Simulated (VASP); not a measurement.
# Si2W (I4/mmm) in VASP: single point with PBE

Aim: the single point of Si2W with PBE.

Program: VASP 6.6.1. These are calculated values, not measurements. Logs are shortened: lines on timing, memory, paths and dates and some standing lists are left out, and cuts for length are marked.

### 1 The cell of the first run

Symmetry: I4/mmm, No. 139, tetragonal system. The conventional cell has a = 3.229 Å, b = 3.229 Å, c = 7.866 Å, α = 90.00°, β = 90.00°, γ = 90.00°. Si (site symmetry 4mm) has 9 Si at 2.60 to 3.23 Å and 5 W at 2.63 Å within 3.4 Å. Within 3.5 Å of W (site symmetry 4/mmm) lie 10 Si at 2.63 Å and 4 W at 3.23 Å.

### 2 Single point, PBE

Input file INCAR:

```
PREC = Accurate
ENCUT = 520
EDIFF = 1E-6
ISMEAR = 1
SIGMA = 0.1
LREAL = False
LASPH = True
NELM = 80
ALGO = Normal
ISIF = 2
LWAVE = False
LCHARG = True
GGA = PE
LELF = True
LVHAR = True
NBANDS = 18
```

Input file KPOINTS:

```
Automatic mesh
0
Gamma
  20 20 20
```

Input file POSCAR:

```
Si2W
1.0
   -1.6146272625      1.6146272625      3.9332080074
    1.6146272625     -1.6146272625      3.9332080074
    1.6146272625      1.6146272625     -3.9332080074
Si W
2 1
Direct
    0.3345940374      0.3345940374      0.0000000000
    0.6654059626      0.6654059626      0.0000000000
    0.0000000000      0.0000000000      0.0000000000
```

Potentials or basis: VASP PAW PBE potentials, release 64 (Si, W_sv).

The run is started by

```console
> cat potpaw_PBE.64/Si/POTCAR potpaw_PBE.64/W_sv/POTCAR > POTCAR
> mpirun -np 1 vasp_std > vasp.out
```

OUTCAR:

```text
PREC = Accurate
   ENCUT = 520
   EDIFF = 1E-6
   ISMEAR = 1
   LREAL = False
   LASPH = True
   NELM = 80
   ISIF = 2
   GGA = PE

 ion  position               nearest neighbor table
   1  0.335  0.335  0.000-   2 2.60   3 2.63   3 2.63   3 2.63   3 2.63   3 2.63   2 2.64   2 2.64
                             2 2.64   2 2.64
   2  0.665  0.665  0.000-   1 2.60   3 2.63   3 2.63   3 2.63   3 2.63   3 2.63   1 2.64   1 2.64
                             1 2.64   1 2.64
   3  0.000  0.000  0.000-   2 2.63   2 2.63   2 2.63   1 2.63   2 2.63   1 2.63   1 2.63   1 2.63
                             1 2.63   2 2.63

  LATTYP: Found a body centered tetragonal cell.
 ALAT       =     3.2292545250
 C/A-ratio  =     2.4359851334

  Lattice vectors:

 A1 = (  -1.6146272625,   1.6146272625,   3.9332080074)
 A2 = (   1.6146272625,  -1.6146272625,   3.9332080074)
 A3 = (   1.6146272625,   1.6146272625,  -3.9332080074)

Analysis of symmetry for initial positions (statically):
=====================================================================
 Subroutine PRICEL returns:
 Original cell was already a primitive cell.

 Routine SETGRP: Setting up the symmetry group for a
 body centered tetragonal supercell.

 Subroutine GETGRP returns: Found 16 space group operations
 (whereof 16 operations were pure point group operations)
 out of a pool of 16 trial point group operations.

The static configuration has the point symmetry D_4h.

Analysis of symmetry for dynamics (positions and initial velocities):
=====================================================================
 Subroutine PRICEL returns:
 Original cell was already a primitive cell.

 Routine SETGRP: Setting up the symmetry group for a
 body centered tetragonal supercell.

 Subroutine GETGRP returns: Found 16 space group operations
 (whereof 16 operations were pure point group operations)
 out of a pool of 16 trial point group operations.

The dynamic configuration has the point symmetry D_4h.

 Subroutine INISYM returns: Found 16 space group operations
 (whereof 16 operations are pure point group operations),
 and found     1 'primitive' translations

----------------------------------------------------------------------------------------

                                     Primitive cell

[... 89 lines left out ...]
   LASPH  =      T    aspherical Exc in radial PAW
   ENCUT  =  520.0 eV  38.22 Ry    6.18 a.u.   8.46  8.46  8.46*2*pi/ulx,y,z
   NELM   =     80;   NELMIN=  2; NELMDL= -5     # of ELM steps
   EDIFF  = 0.1E-05   stopping-criterion for ELM
   LREAL  =      F    real-space projection
   EDIFFG = 0.1E-04   stopping-criterion for IOM
   NSW    =      0    number of steps for IOM
   IBRION =     -1    ionic relax: 0-MD 1-quasi-New 2-CG
   NFREE  =      0    steps in history (QN), initial steepest desc. (CG)
   ISIF   =      2    stress and relaxation
   ISYM   =      2    0-nonsym 1-usesym 2-fastsym
   POTIM  = 0.5000    time-step for ionic-motion
   TEBEG  =    0.0;   TEEND  =   0.0 temperature during run
   PSTRESS=    0.0 pullay stress
   NELECT =      22.0000    total number of electrons
   NUPDOWN=      -1.0000    fix difference up-down
   EMIN   =  10.00;   EMAX   =-10.00  energy-range for DOS
   EFERMI =   0.00;   METHOD = LEGACY
   ISMEAR =     1;   SIGMA  =   0.10  broadening in eV -4-tet -1-fermi 0-gaus
   EFERMI_NEDOS =   21; number of points for ismear=-14 and -15
   IALGO  =     38    algorithm
   IMIX   =      4    mixing-type and parameters
     AMIX     =   0.40;   BMIX     =  1.00
     AMIX_MAG =   1.60;   BMIX_MAG =  1.00
  volume/ion in A,a.u.               =      13.67        92.26
  Fermi-wavevector in a.u.,A,eV,Ry     =   1.330144  2.513607 24.072547  1.769282
  Thomas-Fermi vector in A             =   2.459253
   LORBIT       =      0    0 simple, 1 ext, 2 COOP (PROOUT), +10 PAW based schemes
   GGA     = PE    functional components
   LHFCALC =     F    Hartree Fock is set to
   AEXX    =    0.0000 exact exchange contribution
   IVDW    =     0    specifies the selected vdW correction
   LEPSILON=     F    determine dielectric tensor
   LRPA    =     F    only Hartree local field effects (RPA)
 non-spin polarized calculation
 Methfessel and Paxton  Order N= 1 SIGMA  =   0.10
  energy-cutoff  :      520.00
  volume of cell :       41.02
 maximum number of plane-waves:      1134
 NGX is ok and might be reduce to    36
   NGX = 17   NGY = 17   NGZ = 17

 number of electron      22.0000000 magnetization

 Free energy of the ion-electron system (eV)
  ---------------------------------------------------
  ext. energy  EPLUGINS =         0.00000000
  ---------------------------------------------------
  free energy    TOTEN  =       -24.81486611 eV

  energy without entropy =      -24.81476821  energy(sigma->0) =      -24.81483348

 E-fermi :  11.7387     XC(G=0): -12.4607

 val. band max:       11.7270436871   @ k =  -0.2500  -0.3500   0.2500
 cond. band min:      11.7397727162   @ k =  -0.1500  -0.2500   0.1500
 fundamental gap:      0.0127290291
 Fermi energy:        11.7386652329

 k-point     1 :       0.0000    0.0000    0.0000
  band No.  band energies     occupation
      1     -62.1260      2.00000
      2     -26.3738      2.00000
      3     -26.3594      2.00000
      4     -26.3594      2.00000
      5      -2.2033      2.00000
      6       4.9980      2.00000
[... 481 lines left out ...]
      5      -0.0889      2.00000
      6       3.9055      2.00000
[... 10 lines left out ...]
     17      18.9095      0.00000
     18      20.1535      0.00000

 [... further k-points ...]

------------------------ aborting loop because EDIFF is reached ----------------------------------------

  FORCE on cell =-STRESS in cart. coord.  units (eV):
  Direction    XX          YY          ZZ          XY          YZ          ZX
  --------------------------------------------------------------------------------------
  -------------------------------------------------------------------------------------
  Total        0.0225875      0.0225875      0.0022147      0.0000000      0.0000000     -0.0000000
  in kB        0.8823221      0.8823221      0.0865119      0.0000000      0.0000000     -0.0000000
  external PRESSURE =       0.6170520 kB  Pullay stress =       0.0000000 kB

 VOLUME and BASIS-vectors are now :
 -----------------------------------------------------------------------------
  energy-cutoff  :      520.00
  volume of cell :       41.02
      direct lattice vectors                 reciprocal lattice vectors
    -1.614627262  1.614627262  3.933208007     0.000000000  0.309668994  0.127122695
     1.614627262 -1.614627262  3.933208007     0.309668994  0.000000000  0.127122695
     1.614627262  1.614627262 -3.933208007     0.309668994  0.309668994  0.000000000

 POSITION                                       TOTAL-FORCE (eV/Angst)
 -----------------------------------------------------------------------------------
      0.00000      0.00000      2.63206         0.000000      0.000000     -0.001090
      0.00000      0.00000      5.23436        -0.000000     -0.000000      0.001090
      0.00000      0.00000      0.00000         0.000000      0.000000     -0.000000
 -----------------------------------------------------------------------------------
    total drift:                                0.000000     -0.000000     -0.000000

  FREE ENERGIE OF THE ION-ELECTRON SYSTEM (eV)
  ---------------------------------------------------
  free  energy   TOTEN  =       -24.8148661107 eV

  energy  without entropy=      -24.8147682104  energy(sigma->0) =      -24.81483348
```

stdout:

```text
POSCAR found type information on POSCAR SiW
 POSCAR found :  2 types and       3 ions
 scaLAPACK will be used
 LDA part: xc-table for (Slater+PW92), standard interpolation
 POSCAR, INCAR and KPOINTS ok, starting setup
 FFT: planning ... GRIDC
 FFT: planning ... GRID_SOFT
 FFT: planning ... GRID
 WAVECAR not read
 entering main loop
```

Wall time 7.4 min (1 thread of Intel Xeon Platinum 8259CL at 2.50GHz (Skylake/Cascade Lake), shared host); peak memory 0.57 GiB.

Results:

| Item | Value |
| --- | --- |
| Free energy | -24.8149 eV |
| Pressure | 0.1 GPa |
| Band gap on the k mesh | zero (bands 11 and 12 overlap by 1.28 eV) |

Stress tensor (GPa, compression positive):
```
0.09 0.00 0.00
0.00 0.09 0.00
0.00 0.00 0.01
```

Caveat: spin-orbit coupling is left out, which moves the levels of the heavy elements.
